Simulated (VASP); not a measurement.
# WC (Fm-3m) in VASP: a series of runs, part 2 of 2

VASP 6.6.1. Earlier steps stand in the parts before.

## (3) Single point, PBE0

This run uses another cell than the first one, of 10.33 Å³/atom, 0.925 times its volume.

Input file POSCAR:

```
WC
1.0
    0.0000000000      2.1779675566      2.1779675566
    2.1779675566      0.0000000000      2.1779675566
    2.1779675566      2.1779675566      0.0000000000
W C
1 1
Direct
    0.0000000000      0.0000000000      0.0000000000
    0.5000000000      0.5000000000      0.5000000000
```

Input file INCAR.step1:

```
SYSTEM = WC
PREC = Accurate ; ENCUT = 520
EDIFF = 1E-5 ; ISMEAR = -1
SIGMA = 0.05 ; LREAL = .FALSE.
LASPH = .TRUE. ; NELM = 60
ALGO = Normal ; ISIF = 2
LWAVE = .TRUE. ; LCHARG = .FALSE.
GGA = PE ; NBANDS = 16
```

Input file INCAR.step2:

```
SYSTEM = WC
PREC = Accurate ; ENCUT = 520
EDIFF = 1E-6 ; ISMEAR = -1
SIGMA = 0.05 ; LREAL = .FALSE.
LASPH = .TRUE. ; NELM = 60
ALGO = Normal ; ISIF = 2
LWAVE = .FALSE. ; LCHARG = .FALSE.
GGA = PE ; LHFCALC = .TRUE.
AEXX = 0.25 ; PRECFOCK = Normal
ISTART = 1 ; NBANDS = 16
```

Input file KPOINTS:

```
Automatic mesh
0
G
  6 6 6
  0 0 0
```

Potentials or basis: VASP PAW PBE potentials, release 64 (W_sv, C).

The run is started by

```
$ cat potpaw_PBE.64/W_sv/POTCAR potpaw_PBE.64/C/POTCAR > POTCAR
$ cp INCAR.step1 INCAR
$ mpirun -np 1 vasp_std > vasp.out
$ cp INCAR.step2 INCAR
$ mpirun -np 1 vasp_std > vasp.out
```

Run time: 28 min. Hardware: 1 thread of Oxide Virtual Turin-like, shared host; peak memory 0.13 GiB.

Results (log left out):

- Free energy: -26.4892 eV
- Pressure: -2.4 GPa
- Band gap on the k mesh: zero (band 9 reaches 14.36 eV, above the bottom of band 10 at 10.25 eV)

Levels at points of the mesh, in eV from the Fermi level:
| k point | band 6 | band 7 | band 8 | band 9 | band 10 | band 11 | band 12 | band 13 |
| --- | --- | --- | --- | --- | --- | --- | --- | --- |
| (0.00, 0.00, 0.00) | -3.50 | -3.50 | -3.50 | -1.51 | -1.51 | -1.51 | -1.13 | -1.13 |
| (0.50, 0.00, 0.00) | -11.57 | -7.95 | -7.95 | 1.81 | 1.81 | 3.54 | 5.89 | 10.70 |
| (0.50, 0.50, 0.00) | -6.99 | -6.85 | -3.32 | -3.32 | 1.75 | 3.43 | 3.43 | 6.97 |

Caveat: the k points lie up to 0.42 Å⁻¹ apart; the PAW data sets were made with another functional, which shifts forces and pressure a little; spin-orbit coupling is left out, which moves the levels of the heavy elements.

## (4) Single point, PBE0

This run uses another cell than the first one, of 10.54 Å³/atom, 0.943 times its volume.

Input file POSCAR:

```
WC
1.0
    0.0000000000      2.1926840000      2.1926840000
    2.1926840000      0.0000000000      2.1926840000
    2.1926840000      2.1926840000      0.0000000000
W C
1 1
Direct
    0.0000000000      0.0000000000      0.0000000000
    0.5000000000      0.5000000000      0.5000000000
```

Input file INCAR.step1:

```
SYSTEM = WC
  PREC = Accurate
  ENCUT = 520
  EDIFF = 1E-5
  ISMEAR = -1
  SIGMA = 0.05
  LREAL = .False.
  LASPH = .True.
  NELM = 80
  ALGO = Normal
  ISIF = 2
  LWAVE = .True.
  GGA = PE
  NBANDS = 16
```

Input file INCAR.step2:

```
SYSTEM = WC
  PREC = Accurate
  ENCUT = 520
  EDIFF = 1E-6
  ISMEAR = -1
  SIGMA = 0.05
  LREAL = .False.
  LASPH = .True.
  NELM = 80
  ALGO = Normal
  ISIF = 2
  LWAVE = .False.
  LCHARG = .True.
  GGA = PE
  LHFCALC = .True.
  AEXX = 0.25
  PRECFOCK = Normal
  LELF = .True.
  LVHAR = .True.
  ISTART = 1
  NBANDS = 16
```

Input file KPOINTS:

```
Automatic mesh
0
Gamma
  6 6 6
  0 0 0
```

Potentials or basis: VASP PAW PBE potentials, release 64 (W_sv, C).

The run is started by

```
$ cat potpaw_PBE.64/W_sv/POTCAR potpaw_PBE.64/C/POTCAR > POTCAR
$ cp INCAR.step1 INCAR
$ mpirun -np 1 vasp_std > vasp.out
$ cp INCAR.step2 INCAR
$ mpirun -np 1 vasp_std > vasp.out
```

OUTCAR:

```text
SYSTEM = WC
   PREC = Accurate
   ENCUT = 520
   EDIFF = 1E-6
   ISMEAR = -1
   LREAL = .False.
   LASPH = .True.
   NELM = 80
   ISIF = 2
   GGA = PE
   LHFCALC = .True.
   AEXX = 0.25
   PRECFOCK = Normal
   ISTART = 1

 ion  position               nearest neighbor table
   1  0.000  0.000  0.000-   2 2.19   2 2.19   2 2.19   2 2.19   2 2.19   2 2.19
   2  0.500  0.500  0.500-   1 2.19   1 2.19   1 2.19   1 2.19   1 2.19   1 2.19

  LATTYP: Found a face centered cubic cell.
 ALAT       =     4.3853680000
[... 491 lines left out ...]

  FORCE on cell =-STRESS in cart. coord.  units (eV):
  Direction    XX          YY          ZZ          XY          YZ          ZX
  --------------------------------------------------------------------------------------
  -------------------------------------------------------------------------------------
  Total       -1.3202002     -1.3202002     -1.3202002      0.0000000     -0.0000000     -0.0000000
  in kB     -100.3210919   -100.3210919   -100.3210919      0.0000000     -0.0000000     -0.0000000
  external PRESSURE =    -100.3210919 kB  Pullay stress =       0.0000000 kB

 VOLUME and BASIS-vectors are now :
 -----------------------------------------------------------------------------
  energy-cutoff  :      520.00
  volume of cell :       21.08
      direct lattice vectors                 reciprocal lattice vectors
     0.000000000  2.192684000  2.192684000    -0.228031034  0.228031034  0.228031034
     2.192684000  0.000000000  2.192684000     0.228031034 -0.228031034  0.228031034
     2.192684000  2.192684000  0.000000000     0.228031034  0.228031034 -0.228031034

 POSITION                                       TOTAL-FORCE (eV/Angst)
 -----------------------------------------------------------------------------------
      0.00000      0.00000      0.00000        -0.000000      0.000000     -0.000000
      2.19268      2.19268      2.19268         0.000000     -0.000000      0.000000
 -----------------------------------------------------------------------------------
    total drift:                               -0.000000     -0.000000     -0.000000

  FREE ENERGIE OF THE ION-ELECTRON SYSTEM (eV)
  ---------------------------------------------------
  free  energy   TOTEN  =       -26.4729745683 eV

  energy  without entropy=      -26.4662784315  energy(sigma->0) =      -26.46962650
```

Run time: 26 min. Hardware: 1 thread of Oxide Virtual Turin-like, shared host; peak memory 0.12 GiB.

Results:

| Item | Value |
| --- | --- |
| Free energy | -26.4730 eV |
| Pressure | -10.0 GPa |
| Band gap on the k mesh | zero (band 9 reaches 13.99 eV, above the bottom of band 10 at 9.99 eV) |

Levels at points of the mesh, in eV from the Fermi level:
| k point | band 5 | band 6 | band 7 | band 8 | band 9 | band 10 | band 11 | band 12 | band 13 | band 14 |
| --- | --- | --- | --- | --- | --- | --- | --- | --- | --- | --- |
| (0.00, 0.00, 0.00) | -18.09 | -3.42 | -3.42 | -3.42 | -1.46 | -1.46 | -1.46 | -1.11 | -1.11 | 7.89 |
| (0.50, 0.00, 0.00) | -13.10 | -11.38 | -7.79 | -7.79 | 1.76 | 1.76 | 3.45 | 5.85 | 10.47 | 10.47 |
| (0.50, 0.50, 0.00) | -15.71 | -6.82 | -6.80 | -3.28 | -3.28 | 1.71 | 3.33 | 3.33 | 6.75 | 8.71 |

Caveat: the k points lie up to 0.41 Å⁻¹ apart; the PAW data sets were made with another functional, which shifts forces and pressure a little; spin-orbit coupling is left out, which moves the levels of the heavy elements.

## (5) Summary

| cell | gap on the mesh (eV) | pressure (GPa) |
| --- | --- | --- |
| a = 3.162 Å, angles 60.0°, 2 atoms | none | -28.6 |
| a = 3.080 Å, angles 60.0°, 2 atoms | none | -2.4 |
| a = 3.101 Å, angles 60.0°, 2 atoms | none | -10.0 |

Alike in all rows: task single point; level PBE0; potentials or basis VASP PAW PBE potentials, release 64 (W_sv, C); no spin polarisation; k mesh 6 × 6 × 6; cutoff (eV) 520; smearing fermi-dirac 0.05 eV.

Caveats: all runs use coarse meshes; the PAW data sets were made with another functional, which shifts forces and pressure a little; spin-orbit coupling is left out, which moves the levels of the heavy elements.

Total energies depend on the potentials used, so only differences within one code and one set of settings carry meaning.
